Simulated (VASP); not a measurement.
# Sr3SbP (P4/mmm) in VASP: a series of runs

Sr3SbP is run at these levels: LDA; tasks: single point.

Everything below comes from runs of VASP 6.6.1. Logs are shortened: lines on timing, memory, paths and dates and some standing lists are left out, and cuts for length are marked.

## 1. The cell of the first run

It takes space group P4/mmm (No. 123, tetragonal). The conventional cell has a = 5.259 Å, b = 5.259 Å, c = 6.837 Å, α = 90.00°, β = 90.00°, γ = 90.00°. Sr (site symmetry mmm) has 2 P at 2.63 Å within 3.5 Å. Sr (site symmetry 4/mmm) has 2 P at 3.42 Å and 4 Sb at 3.72 Å and 8 Sr at 4.31 Å within 4.5 Å. Sb (site symmetry 4/mmm) has 12 Sr at 3.72 to 4.31 Å within 4.9 Å. P (site symmetry 4/mmm) has 6 Sr at 2.63 to 3.42 Å within 3.5 Å.

## 2. Single point, LDA

File INCAR:

```
PREC = Accurate ; ENCUT = 520
EDIFF = 1E-6 ; ISMEAR = 0
SIGMA = 0.03 ; LREAL = False
LASPH = True ; NELM = 100
ALGO = Normal ; ISIF = 2
LWAVE = False ; LCHARG = False
NBANDS = 28
```

File KPOINTS:

```
regular mesh
0
Gamma
  8 8 8
```

File POSCAR:

```
Sr3SbP
1.0
    5.2593342774      0.0000000000      0.0000000000
    0.0000000000      5.2593342774      0.0000000000
    0.0000000000      0.0000000000      6.8371345606
Sr Sb P
3 1 1
Direct
    0.0000000000      0.5000000000      0.5000000000
    0.5000000000      0.0000000000      0.5000000000
    0.5000000000      0.5000000000      0.0000000000
    0.0000000000      0.0000000000      0.0000000000
    0.5000000000      0.5000000000      0.5000000000
```

Potentials or basis: VASP PAW LDA potentials, release 64 (Sr_sv, Sb, P).

Run with:

```sh
$ cat potpaw_LDA.64/Sr_sv/POTCAR potpaw_LDA.64/Sb/POTCAR potpaw_LDA.64/P/POTCAR > POTCAR
$ mpirun -np 1 vasp_std > vasp.out
```

OUTCAR:

```text
PREC = Accurate
   ENCUT = 520
   EDIFF = 1E-6
   ISMEAR = 0
   LREAL = False
   LASPH = True
   NELM = 100
   ISIF = 2

 ion  position               nearest neighbor table
   1  0.000  0.500  0.500-   5 2.63   5 2.63   2 3.72   2 3.72   2 3.72   2 3.72   4 4.31   4 4.31
                             4 4.31   3 4.31   3 4.31   3 4.31   3 4.31   4 4.31
   2  0.500  0.000  0.500-   5 2.63   5 2.63   1 3.72   1 3.72   1 3.72   1 3.72   4 4.31   3 4.31
                             3 4.31   3 4.31   3 4.31   4 4.31   4 4.31   4 4.31
   3  0.500  0.500  0.000-   5 3.42   5 3.42   4 3.72   4 3.72   4 3.72   4 3.72   1 4.31   2 4.31
                             2 4.31   2 4.31   1 4.31   1 4.31   1 4.31   2 4.31
   4  0.000  0.000  0.000-   3 3.72   3 3.72   3 3.72   3 3.72   2 4.31   1 4.31   2 4.31   1 4.31
                             2 4.31   1 4.31   2 4.31   1 4.31
   5  0.500  0.500  0.500-   1 2.63   2 2.63   2 2.63   1 2.63   3 3.42   3 3.42

  LATTYP: Found a simple tetragonal cell.
 ALAT       =     5.2593342774
 C/A-ratio  =     1.3000000000

  Lattice vectors:

 A1 = (   5.2593342774,   0.0000000000,   0.0000000000)
 A2 = (   0.0000000000,   5.2593342774,   0.0000000000)
 A3 = (   0.0000000000,   0.0000000000,   6.8371345606)

Analysis of symmetry for initial positions (statically):
=====================================================================
 Subroutine PRICEL returns:
 Original cell was already a primitive cell.

 Routine SETGRP: Setting up the symmetry group for a
 simple tetragonal supercell.

 Subroutine GETGRP returns: Found 16 space group operations
 (whereof 16 operations were pure point group operations)
 out of a pool of 16 trial point group operations.

The static configuration has the point symmetry D_4h.

Analysis of symmetry for dynamics (positions and initial velocities):
=====================================================================
 Subroutine PRICEL returns:
 Original cell was already a primitive cell.

 Routine SETGRP: Setting up the symmetry group for a
 simple tetragonal supercell.

 Subroutine GETGRP returns: Found 16 space group operations
 (whereof 16 operations were pure point group operations)
 out of a pool of 16 trial point group operations.

The dynamic configuration has the point symmetry D_4h.

 Subroutine INISYM returns: Found 16 space group operations
 (whereof 16 operations are pure point group operations),
 and found     1 'primitive' translations

----------------------------------------------------------------------------------------

                                     Primitive cell

  volume of cell :     189.1192

  direct lattice vectors                    reciprocal lattice vectors
     5.259334277  0.000000000  0.000000000     0.190138133  0.000000000  0.000000000
     0.000000000  5.259334277  0.000000000     0.000000000  0.190138133  0.000000000
     0.000000000  0.000000000  6.837134561     0.000000000  0.000000000  0.146260102

  length of vectors
     5.259334277  5.259334277  6.837134561     0.190138133  0.190138133  0.146260102

  position of ions in fractional coordinates (direct lattice)
     0.000000000  0.500000000  0.500000000
     0.500000000  0.000000000  0.500000000
     0.500000000  0.500000000  0.000000000
     0.000000000  0.000000000  0.000000000
     0.500000000  0.500000000  0.500000000

  ion indices of the primitive-cell ions
   primitive index   ion index
                 1           1
                 2           2
                 3           3
                 4           4
                 5           5

----------------------------------------------------------------------------------------

 KPOINTS: regular mesh

Automatic generation of k-mesh.
 Grid dimensions read from file:
 generate k-points for:    8    8    8

 Generating k-lattice:

  Cartesian coordinates                     Fractional coordinates (reciprocal lattice)
     0.023767267  0.000000000  0.000000000     0.125000000  0.000000000  0.000000000
     0.000000000  0.023767267  0.000000000     0.000000000  0.125000000  0.000000000
     0.000000000  0.000000000  0.018282513     0.000000000  0.000000000  0.125000000

  Length of vectors
     0.023767267  0.023767267  0.018282513

  Shift w.r.t. Gamma in fractional coordinates (k-lattice)
     0.000000000  0.000000000  0.000000000

 Subroutine IBZKPT returns following result:
 ===========================================

 Found     75 irreducible k-points:

 Following reciprocal coordinates:
            Coordinates               Weight
  0.000000  0.000000  0.000000      1.000000
  0.125000  0.000000  0.000000      4.000000
  0.250000  0.000000  0.000000      4.000000
  0.375000  0.000000  0.000000      4.000000
  0.500000  0.000000  0.000000      2.000000
  0.125000  0.125000  0.000000      4.000000
[... 16 lines left out ...]
  0.375000  0.125000  0.125000     16.000000
  0.500000  0.125000  0.125000      8.000000
 [... further k-points ...]
   k-points           NKPTS =     75   k-points in BZ     NKDIM =     75   number of bands    NBANDS=     28
   number of dos      NEDOS =    301   number of ions     NIONS =      5
   total plane-waves  NPLWV =  86400
   dimension x,y,z NGX =    40 NGY =   40 NGZ =   54
   dimension x,y,z NGXF=    80 NGYF=   80 NGZF=  108
   ions per type =               3   1   1
   NGX,Y,Z   is equivalent  to a cutoff of  12.64, 12.64, 13.13 a.u.
   NGXF,Y,Z  is equivalent  to a cutoff of  25.29, 25.29, 26.26 a.u.
 SYSTEM =  unknown system
   PREC   = accura    normal or accurate (medium, high low for compatibility)
   ISTART =      0    job   : 0-new  1-cont  2-samecut
   ICHARG =      2    charge: 1-file 2-atom 10-const
   ISPIN  =      1    spin polarized calculation?
   LNONCOLLINEAR =      F non collinear calculations
   LSORBIT =      F    spin-orbit coupling
   LASPH  =      T    aspherical Exc in radial PAW
   ENCUT  =  520.0 eV  38.22 Ry    6.18 a.u.   9.78  9.78 12.71*2*pi/ulx,y,z
   NELM   =    100;   NELMIN=  2; NELMDL= -5     # of ELM steps
   EDIFF  = 0.1E-05   stopping-criterion for ELM
   LREAL  =      F    real-space projection
   EDIFFG = 0.1E-04   stopping-criterion for IOM
   NSW    =      0    number of steps for IOM
   IBRION =     -1    ionic relax: 0-MD 1-quasi-New 2-CG
   NFREE  =      0    steps in history (QN), initial steepest desc. (CG)
   ISIF   =      2    stress and relaxation
   ISYM   =      2    0-nonsym 1-usesym 2-fastsym
   POTIM  = 0.5000    time-step for ionic-motion
   TEBEG  =    0.0;   TEEND  =   0.0 temperature during run
   PSTRESS=    0.0 pullay stress
   NELECT =      40.0000    total number of electrons
   NUPDOWN=      -1.0000    fix difference up-down
   EMIN   =  10.00;   EMAX   =-10.00  energy-range for DOS
   EFERMI =   0.00;   METHOD = LEGACY
   ISMEAR =     0;   SIGMA  =   0.03  broadening in eV -4-tet -1-fermi 0-gaus
   EFERMI_NEDOS =   21; number of points for ismear=-14 and -15
   IALGO  =     38    algorithm
   IMIX   =      4    mixing-type and parameters
     AMIX     =   0.40;   BMIX     =  1.00
     AMIX_MAG =   1.60;   BMIX_MAG =  1.00
  volume/ion in A,a.u.               =      37.82       255.25
  Fermi-wavevector in a.u.,A,eV,Ry     =   0.975400  1.843240 12.944664  0.951406
  Thomas-Fermi vector in A             =   2.105937
   LORBIT       =      0    0 simple, 1 ext, 2 COOP (PROOUT), +10 PAW based schemes
   GGA     = CA    functional components
   LHFCALC =     F    Hartree Fock is set to
   AEXX    =    0.0000 exact exchange contribution
   IVDW    =     0    specifies the selected vdW correction
   LEPSILON=     F    determine dielectric tensor
   LRPA    =     F    only Hartree local field effects (RPA)
 non-spin polarized calculation
 Gauss-broadening in eV      SIGMA  =   0.03
  energy-cutoff  :      520.00
  volume of cell :      189.12
 maximum number of plane-waves:      5132
 NGX is ok and might be reduce to    40

 number of electron      40.0000002 magnetization

 Free energy of the ion-electron system (eV)
  ---------------------------------------------------
  ext. energy  EPLUGINS =         0.00000000
  ---------------------------------------------------
  free energy    TOTEN  =       -19.47926431 eV

  energy without entropy =      -19.47882851  energy(sigma->0) =      -19.47904641

 E-fermi :   2.4244     XC(G=0):  -8.4033

 val. band max:        2.4163513417   @ k =   0.0000   0.0000   0.2500
 cond. band min:       2.4636996648   @ k =   0.1250   0.0000   0.1250
 fundamental gap:      0.0473483231
 Fermi energy:         2.4243567407

 k-point     1 :       0.0000    0.0000    0.0000
  band No.  band energies     occupation
      1     -33.3033      2.00000
      2     -32.7623      2.00000
      3     -32.6940      2.00000
      4     -15.4119      2.00000
      5     -15.3607      2.00000
      6     -15.3607      2.00000
[... 20 lines left out ...]
     27       5.8170      0.00000
     28       5.8821      0.00000

 k-point     2 :       0.1250    0.0000    0.0000
  band No.  band energies     occupation
      1     -33.3032      2.00000
      2     -32.7596      2.00000
      3     -32.6965      2.00000
      4     -15.4105      2.00000
      5     -15.3617      2.00000
      6     -15.3596      2.00000
[... 20 lines left out ...]
     27       5.9569      0.00000
     28       6.0607      0.00000

 k-point     3 :       0.2500    0.0000    0.0000
  band No.  band energies     occupation
      1     -33.3031      2.00000
      2     -32.7520      2.00000
      3     -32.7037      2.00000
      4     -15.4069      2.00000
      5     -15.3642      2.00000
      6     -15.3573      2.00000
[... 20 lines left out ...]
     27       6.1133      0.00000
     28       6.1884      0.00000

 k-point     4 :       0.3750    0.0000    0.0000
  band No.  band energies     occupation
      1     -33.3030      2.00000
      2     -32.7408      2.00000
      3     -32.7146      2.00000
      4     -15.4033      2.00000
      5     -15.3667      2.00000
      6     -15.3554      2.00000
[... 578 lines left out ...]
     27       5.9517      0.00000
     28       6.0472      0.00000

 k-point    23 :       0.3750    0.1250    0.1250
  band No.  band energies     occupation
      1     -33.3030      2.00000
      2     -32.7397      2.00000
      3     -32.7155      2.00000
      4     -15.4069      2.00000
      5     -15.3668      2.00000
      6     -15.3571      2.00000
[... 20 lines left out ...]
     27       5.7652      0.00000
     28       5.9415      0.00000

 k-point    24 :       0.5000    0.1250    0.1250
  band No.  band energies     occupation
      1     -33.3030      2.00000
      2     -32.7279      2.00000
      3     -32.7272      2.00000
      4     -15.4063      2.00000
      5     -15.3681      2.00000
      6     -15.3564      2.00000
[... 20 lines left out ...]
     27       5.7457      0.00000
     28       6.0704      0.00000

 [... further k-points ...]
[... 5 lines left out ...]
  --------------------------------------------------------------------------------------
  -------------------------------------------------------------------------------------
  Total        7.4199279      7.4199279    -10.0761893      0.0000000      0.0000000     -0.0000000
  in kB       62.8600306     62.8600306    -85.3633056      0.0000000      0.0000000     -0.0000000
  external PRESSURE =      13.4522518 kB  Pullay stress =       0.0000000 kB

 VOLUME and BASIS-vectors are now :
 -----------------------------------------------------------------------------
  energy-cutoff  :      520.00
  volume of cell :      189.12
      direct lattice vectors                 reciprocal lattice vectors
     5.259334277  0.000000000  0.000000000     0.190138133  0.000000000  0.000000000
     0.000000000  5.259334277  0.000000000     0.000000000  0.190138133  0.000000000
     0.000000000  0.000000000  6.837134561     0.000000000  0.000000000  0.146260102

 POSITION                                       TOTAL-FORCE (eV/Angst)
 -----------------------------------------------------------------------------------
      0.00000      2.62967      3.41857         0.000000      0.000000      0.000000
      2.62967      0.00000      3.41857         0.000000      0.000000      0.000000
      2.62967      2.62967      0.00000         0.000000      0.000000      0.000000
      0.00000      0.00000      0.00000         0.000000      0.000000      0.000000
      2.62967      2.62967      3.41857         0.000000      0.000000      0.000000
 -----------------------------------------------------------------------------------
    total drift:                                0.000000     -0.000000     -0.000000

  FREE ENERGIE OF THE ION-ELECTRON SYSTEM (eV)
  ---------------------------------------------------
  free  energy   TOTEN  =       -19.4792643093 eV

  energy  without entropy=      -19.4788285112  energy(sigma->0) =      -19.47904641
```

Run time: 2.7 min. Hardware: 1 thread of Intel Xeon 6975P-C (Granite Rapids), shared host; peak memory 0.5 GiB.

Results:

* Free energy: -19.4793 eV
* Pressure: 1.3 GPa
* Band gap on the k mesh: zero (band 20 reaches 2.72 eV, above the bottom of band 21 at 2.33 eV)

Stress tensor (GPa, compression positive):
```
 6.29  0.00  0.00
 0.00  6.29  0.00
 0.00  0.00 -8.54
```

Levels at points of the mesh, in eV from the Fermi level:
```tsv
k point	band 16	band 17	band 18	band 19	band 20	band 21	band 22	band 23	band 24	band 25
(0.00, 0.00, 0.00)	-0.68	-0.47	-0.47	-0.26	0.29	0.29	0.70	0.82	1.13	1.13
(0.50, 0.00, 0.00)	-2.10	-1.89	-1.19	-0.72	-0.58	0.60	1.68	2.14	2.31	2.57
(0.50, 0.50, 0.00)	-3.00	-2.24	-1.22	-1.22	-1.06	1.72	1.72	1.73	1.78	2.64
(0.00, 0.00, 0.50)	-2.02	-0.37	-0.37	-0.25	-0.25	0.86	1.00	1.67	2.11	2.45
(0.50, 0.00, 0.50)	-2.78	-1.25	-1.23	-0.78	-0.62	1.40	1.80	2.00	2.09	2.27
(0.50, 0.50, 0.50)	-2.98	-2.76	-1.18	-1.18	-0.96	1.27	1.27	1.84	2.75	2.80
```

Caveat: spin-orbit coupling is left out, which moves the levels of the heavy elements.

## 3. Single point, LDA

This run uses another cell than the first one, of the same volume but with other edges.

File INCAR:

```
SYSTEM = Sr3SbP
PREC = Accurate
ENCUT = 520
EDIFF = 1E-6
ISMEAR = 0
SIGMA = 0.03
LREAL = .False.
LASPH = .True.
NELM = 100
ALGO = Normal
ISIF = 2
LWAVE = .False.
LCHARG = .True.
LELF = .True.
LVHAR = .True.
NBANDS = 28
```

File KPOINTS:

```
regular mesh
0
Gamma
  8 8 8
  0 0 0
```

POSCAR, as its differences from that of step 2:

```diff
@@ -2,5 +2,5 @@
 1.0
-    5.2593342774      0.0000000000      0.0000000000
-    0.0000000000      5.2593342774      0.0000000000
-    0.0000000000      0.0000000000      6.8371345606
+    6.4432565087      0.0000000000      0.0000000000
+    0.0000000000      6.4432565087      0.0000000000
+    0.0000000000      0.0000000000      4.5553823516
 Sr Sb P
```

Potentials or basis: VASP PAW LDA potentials, release 64 (Sr_sv, Sb, P).

Run with:

```sh
$ cat potpaw_LDA.64/Sr_sv/POTCAR potpaw_LDA.64/Sb/POTCAR potpaw_LDA.64/P/POTCAR > POTCAR
$ mpirun -np 1 vasp_std > vasp.out
```

Wall time 2.5 min (1 thread of Intel Xeon 6975P-C (Granite Rapids), shared host); peak memory 0.49 GiB.

It converged, with:

| Quantity | Value |
| --- | --- |
| Free energy | -16.9284 eV |
| Pressure | 2.4 GPa |
| Band gap on the k mesh | zero (band 20 reaches 3.57 eV, above the bottom of band 21 at 2.32 eV) |

Stress tensor (GPa, compression positive):
```
-6.53  0.00  0.00
 0.00 -6.53  0.00
 0.00  0.00 20.23
```

Levels at points of the mesh, in eV from the Fermi level:
```
           k point  band 16  band 17  band 18  band 19  band 20  band 21  band 22  band 23  band 24  band 25
(0.00, 0.00, 0.00)    -2.53    -1.40    -1.04    -1.04    -0.74    -0.02     0.24     0.60     0.60     1.32
(0.50, 0.00, 0.00)    -2.81    -2.47    -1.68    -0.03     0.10     0.68     0.79     0.87     1.38     1.61
(0.50, 0.50, 0.00)    -3.59    -1.83    -1.83    -0.14     0.08     0.63     1.36     1.36     1.40     1.40
(0.00, 0.00, 0.50)    -3.34    -3.34    -2.48    -1.54    -1.54     0.04     1.00     1.08     1.59     1.59
(0.50, 0.00, 0.50)    -3.70    -3.40    -1.99    -1.76    -1.53     0.86     0.95     1.13     1.38     1.39
(0.50, 0.50, 0.50)    -4.07    -3.73    -1.85    -1.43    -1.43    -0.33     1.13     1.38     1.38     1.46
```

Caveat: spin-orbit coupling is left out, which moves the levels of the heavy elements.

## 4. Single point, LDA

This run uses another cell than the first one, of the same volume but with other edges.

File INCAR:

```
SYSTEM = Sr3SbP
  PREC = Accurate
  ENCUT = 520
  EDIFF = 1E-6
  ISMEAR = 0
  SIGMA = 0.03
  LREAL = .False.
  LASPH = .True.
  NELM = 100
  ALGO = Normal
  ISIF = 2
  LWAVE = .False.
  LCHARG = .True.
  GGA = CA
  LELF = .True.
  LVHAR = .True.
  NBANDS = 28
```

File KPOINTS:

```
Automatic mesh
0
Gamma
  8 8 8
  0 0 0
```

POSCAR, as its differences from that of step 3:

```diff
@@ -2,5 +2,5 @@
 1.0
-    6.4432565087      0.0000000000      0.0000000000
-    0.0000000000      6.4432565087      0.0000000000
-    0.0000000000      0.0000000000      4.5553823516
+    6.0595296820      0.0000000000      0.0000000000
+    0.0000000000      6.0595296820      0.0000000000
+    0.0000000000      0.0000000000      5.1506002297
 Sr Sb P
```

Run with:

```sh
$ cat potpaw_LDA.64/Sr_sv/POTCAR potpaw_LDA.64/Sb/POTCAR potpaw_LDA.64/P/POTCAR > POTCAR
$ mpirun -np 1 vasp_std > vasp.out
```

Wall time 2.9 min (1 thread of Intel Xeon 6975P-C (Granite Rapids), shared host); peak memory 0.5 GiB.

It converged, with:

| Quantity | Value |
| --- | --- |
| Free energy | -20.2445 eV |
| Pressure | -0.7 GPa |
| Band gap on the k mesh | zero (band 20 reaches 2.71 eV, above the bottom of band 21 at 2.68 eV) |

Stress tensor (GPa, compression positive):
```
-5.71  0.00  0.00
 0.00 -5.71  0.00
 0.00  0.00  9.31
```

Levels at points of the mesh, in eV from the Fermi level:
```csv
k point,band 18,band 19,band 20,band 21,band 22,band 23
"(0.00, 0.00, 0.00)",-0.47,-0.47,-0.45,-0.04,0.28,0.58
"(0.50, 0.00, 0.00)",-1.26,-0.60,-0.40,0.82,1.02,1.83
"(0.50, 0.50, 0.00)",-1.41,-0.71,-0.62,1.08,1.89,1.89
"(0.00, 0.00, 0.50)",-1.94,-1.27,-1.27,0.75,1.20,1.31
"(0.50, 0.00, 0.50)",-1.52,-1.46,-1.28,1.46,1.49,1.68
"(0.50, 0.50, 0.50)",-1.51,-1.40,-1.40,0.86,1.76,1.76
```

Caveat: spin-orbit coupling is left out, which moves the levels of the heavy elements.

## 5. The runs side by side

| cell | gap on the mesh (eV) | pressure (GPa) |
| --- | --- | --- |
| a = 5.259, b = 5.259, c = 6.837 Å, 5 atoms | none | 1.3 |
| a = 6.443, b = 6.443, c = 4.555 Å, 5 atoms | none | 2.4 |
| a = 6.060, b = 6.060, c = 5.151 Å, 5 atoms | none | -0.7 |

Alike in all rows: task single point; level LDA; potentials or basis VASP PAW LDA potentials, release 64 (Sr_sv, Sb, P); no spin polarisation; k mesh 8 × 8 × 8; cutoff (eV) 520; smearing gaussian 0.03 eV.

Caveats: spin-orbit coupling is left out, which moves the levels of the heavy elements.

Absolute energies hang on the potentials; compare differences alone.
